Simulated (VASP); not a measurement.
# Si in VASP: notebook, part 2 of 2

VASP 6.6.1. The steps go on from the part before.

## Step 3: Electric field gradients, LDA (equal xy, yz and zx shear strains of +2 %)

INCAR reads:

```
PREC = Accurate
ENCUT = 520
EDIFF = 1E-8
ISMEAR = -1
SIGMA = 0.05
LREAL = F
LASPH = T
NELM = 80
ALGO = Normal
ISIF = 2
LWAVE = F
LCHARG = F
GGA = CA
LEFG = T
NBANDS = 11
```

KPOINTS reads:

```
regular mesh
0
Gamma
  16 16 16
```

POSCAR reads:

```
Si
1.0
   -2.2145650000      2.3587400000      1.2761750000
    2.2400650000     -2.3332400000      1.2738250000
    2.2619350000      2.3782600000     -1.2288050000
Si
2
Direct
    0.8070000000      0.5570000000      0.2500000000
    0.1930000000      0.4430000000      0.7500000000
```

Potentials or basis: VASP PAW LDA potentials, release 64 (Si).

Run with:

```
cat potpaw_LDA.64/Si/POTCAR > POTCAR
mpirun -np 1 vasp_std > vasp.out
```

OUTCAR:

```text
PREC = Accurate
   ENCUT = 520
   EDIFF = 1E-8
   ISMEAR = -1
   LREAL = F
   LASPH = T
   NELM = 80
   ISIF = 2
   GGA = CA

 ion  position               nearest neighbor table
   1  0.807  0.557  0.250-   2 2.38   2 2.39   2 2.44   2 2.48   2 2.72   2 2.77
   2  0.193  0.443  0.750-   1 2.38   1 2.39   1 2.44   1 2.48   1 2.72   1 2.77

  LATTYP: Found a triclinic cell.
 ALAT       =     2.5502549873
 B/A-ratio  =     1.9651402143
 C/A-ratio  =     2.0464393826
 COS(alpha) =     0.0071169321
 COS(beta)  =     0.5059906811
 COS(gamma) =     0.7637755211

  Lattice vectors:

 A1 = (  -0.0255000000,  -0.0255000000,  -2.5500000000)
 A2 = (   2.1890650000,  -2.3842400000,  -3.8261750000)
 A3 = (  -4.5275000000,  -0.0705200000,  -2.5950200000)

Analysis of symmetry for initial positions (statically):
=====================================================================
 Subroutine PRICEL returns:
 Original cell was already a primitive cell.

 Routine SETGRP: Setting up the symmetry group for a
 triclinic supercell.

 Subroutine GETGRP returns: Found  2 space group operations
 (whereof  2 operations were pure point group operations)
 out of a pool of  2 trial point group operations.

The static configuration has the point symmetry S_2 .

Analysis of symmetry for dynamics (positions and initial velocities):
=====================================================================
 Subroutine PRICEL returns:
 Original cell was already a primitive cell.

 Routine SETGRP: Setting up the symmetry group for a
 triclinic supercell.

 Subroutine GETGRP returns: Found  2 space group operations
 (whereof  2 operations were pure point group operations)
 out of a pool of  2 trial point group operations.

The dynamic configuration has the point symmetry S_2 .

 Subroutine INISYM returns: Found  2 space group operations
 (whereof  2 operations are pure point group operations),
 and found     1 'primitive' translations

----------------------------------------------------------------------------------------

                                     Primitive cell

  volume of cell :      27.1825

  direct lattice vectors                    reciprocal lattice vectors
    -2.214565000  2.358740000  1.276175000    -0.005974064  0.207262375  0.390143980
     2.240065000 -2.333240000  1.273825000     0.218283984 -0.006083188  0.390034855
     2.261935000  2.378260000 -1.228805000     0.220076941  0.208946207 -0.004290231

  length of vectors
     3.478013105  3.476281092  3.504630123     0.441820899  0.447003457  0.303497584

  position of ions in fractional coordinates (direct lattice)
     0.807000000  0.557000000  0.250000000
     0.193000000  0.443000000  0.750000000

  ion indices of the primitive-cell ions
   primitive index   ion index
                 1           1
                 2           2

----------------------------------------------------------------------------------------

 KPOINTS: regular mesh

[... 83 lines left out ...]
   EFERMI_NEDOS =   21; number of points for ismear=-14 and -15
   IALGO  =     38    algorithm
   IMIX   =      4    mixing-type and parameters
     AMIX     =   0.40;   BMIX     =  1.00
     AMIX_MAG =   1.60;   BMIX_MAG =  1.00
  volume/ion in A,a.u.               =      13.59        91.72
  Fermi-wavevector in a.u.,A,eV,Ry     =   1.088951  2.057819 16.133979  1.185814
  Thomas-Fermi vector in A             =   2.225144
   LORBIT       =      0    0 simple, 1 ext, 2 COOP (PROOUT), +10 PAW based schemes
   GGA     = CA    functional components
   LHFCALC =     F    Hartree Fock is set to
   AEXX    =    0.0000 exact exchange contribution
   IVDW    =     0    specifies the selected vdW correction
   LEPSILON=     F    determine dielectric tensor
   LRPA    =     F    only Hartree local field effects (RPA)
 non-spin polarized calculation
  energy-cutoff  :      520.00
  volume of cell :       27.18
 maximum number of plane-waves:       749
 NGX is ok and might be reduce to    28
   NGX = 13   NGY = 13   NGZ = 13

 number of electron       8.0000000 magnetization

 Free energy of the ion-electron system (eV)
  ---------------------------------------------------
  ext. energy  EPLUGINS =         0.00000000
  ---------------------------------------------------
  free energy    TOTEN  =       -11.41141081 eV

  energy without entropy =      -11.40514044  energy(sigma->0) =      -11.40827563

 E-fermi :  10.6640     XC(G=0): -11.4550

 val. band max:       10.6635066113   @ k =  -0.1875  -0.2500   0.3750
 cond. band min:      10.6642476711   @ k =   0.5000   0.5000   0.0000
 fundamental gap:      0.0007410598
 Fermi energy:        10.6639662691

 k-point     1 :       0.0000    0.0000    0.0000
  band No.  band energies     occupation
      1      -4.0924      2.00000
      2       7.6251      2.00000
      3       8.2957      2.00000
      4       8.9541      2.00000
      5      11.8200      0.00000
      6      18.4524      0.00000
      7      19.7299      0.00000
      8      20.5688      0.00000
      9      21.0336      0.00000
     10      21.3821      0.00000
     11      22.5507      0.00000
[... 309 lines left out ...]
 k-point    24 :      -0.1250    0.0625    0.0000
  band No.  band energies     occupation
      1      -3.8778      2.00000
      2       6.7681      2.00000
      3       7.7477      2.00000
      4       9.9977      2.00000
      5      12.9045      0.00000
      6      16.6349      0.00000
      7      18.5901      0.00000
      8      20.1740      0.00000
      9      20.4078      0.00000
     10      21.7679      0.00000
     11      23.2258      0.00000

 [... further k-points ...]

------------------------ aborting loop because EDIFF is reached ----------------------------------------

  FORCE on cell =-STRESS in cart. coord.  units (eV):
  Direction    XX          YY          ZZ          XY          YZ          ZX
  --------------------------------------------------------------------------------------
  -------------------------------------------------------------------------------------
  Total        1.6881809      2.1734194      1.7207218     -0.2493558     -0.2416974     -0.1190350
  in kB       99.5038617    128.1045318    101.4218701    -14.6973971    -14.2460024     -7.0160967
  external PRESSURE =     109.6767545 kB  Pullay stress =       0.0000000 kB

 VOLUME and BASIS-vectors are now :
 -----------------------------------------------------------------------------
  energy-cutoff  :      520.00
  volume of cell :       27.18
      direct lattice vectors                 reciprocal lattice vectors
    -2.214565000  2.358740000  1.276175000    -0.005974064  0.207262375  0.390143980
     2.240065000 -2.333240000  1.273825000     0.218283984 -0.006083188  0.390034855
     2.261935000  2.378260000 -1.228805000     0.220076941  0.208946207 -0.004290231

 POSITION                                       TOTAL-FORCE (eV/Angst)
 -----------------------------------------------------------------------------------
      0.02605      1.19845      1.43219         0.058042     -0.020495      0.012267
      2.26139      1.20531     -0.11100        -0.058042      0.020495     -0.012267
 -----------------------------------------------------------------------------------
    total drift:                                0.000000     -0.000000     -0.000000

  FREE ENERGIE OF THE ION-ELECTRON SYSTEM (eV)
  ---------------------------------------------------
  free  energy   TOTEN  =       -11.4114108144 eV

  energy  without entropy=      -11.4051404367  energy(sigma->0) =      -11.40827563

 Electric field gradients (V/A^2)
---------------------------------------------------------------------
 ion       V_xx      V_yy      V_zz      V_xy      V_xz      V_yz
---------------------------------------------------------------------
   1      10.183   -26.829    16.646    -0.018     1.953     0.179
   2      10.183   -26.829    16.646    -0.018     1.953     0.179
---------------------------------------------------------------------

 Electric field gradients after diagonalization (V/A^2)
 (convention: |V_zz| > |V_xx| > |V_yy|)
----------------------------------------------------------------------
 ion       V_xx      V_yy      V_zz     asymmetry (V_yy - V_xx)/ V_zz
----------------------------------------------------------------------
   1      17.191     9.639   -26.830       0.281
   2      17.191     9.639   -26.830       0.281
----------------------------------------------------------------------

           NMR quadrupolar parameters

 Cq : quadrupolar parameter    Cq=e*Q*V_zz/h
 eta: asymmetry parameters     (V_yy - V_xx)/ V_zz
 Q  : nuclear electric quadrupole moment in mb (millibarn)
----------------------------------------------------------------------
 ion       Cq(MHz)       eta       Q (mb)
----------------------------------------------------------------------
   1      -0.065       0.281       1.000
   2      -0.065       0.281       1.000
----------------------------------------------------------------------
```

Run time: 8.6 min. Hardware: 1 thread of Intel Xeon Platinum 8259CL at 2.50GHz (Skylake/Cascade Lake), shared host; peak memory 0.54 GiB.

Results:

```
Free energy                             : -11.4114 eV
Pressure                                : 11.0 GPa
Largest force                           : 0.063 eV/Å
Band gap on the k mesh                  : zero (bands 4 and 5 overlap by 7.46 eV)
Largest electric field gradient by atom : Si -26.8 V/Å²
```

Forces on the atoms (eV/Å):
```
Si   0.058 -0.020  0.012
Si  -0.058  0.020 -0.012
```

Stress tensor (GPa, compression positive):
```
 9.95 -1.47 -0.70
-1.47 12.81 -1.42
-0.70 -1.42 10.14
```

Electric field gradients, principal values (V/Å²):
| atom | least | middle | greatest (by size) |
| --- | --- | --- | --- |
| 1 Si | 9.639 | 17.191 | -26.830 |
| 2 Si | 9.639 | 17.191 | -26.830 |

Caveat: the cell differs from its parent crystal (equal xy, yz and zx shear strains of +2 %); the cell stands under pressure; without QUAD_EFG the Cq values of the log hold for a quadrupole moment of 1 mb, not for the nuclei.
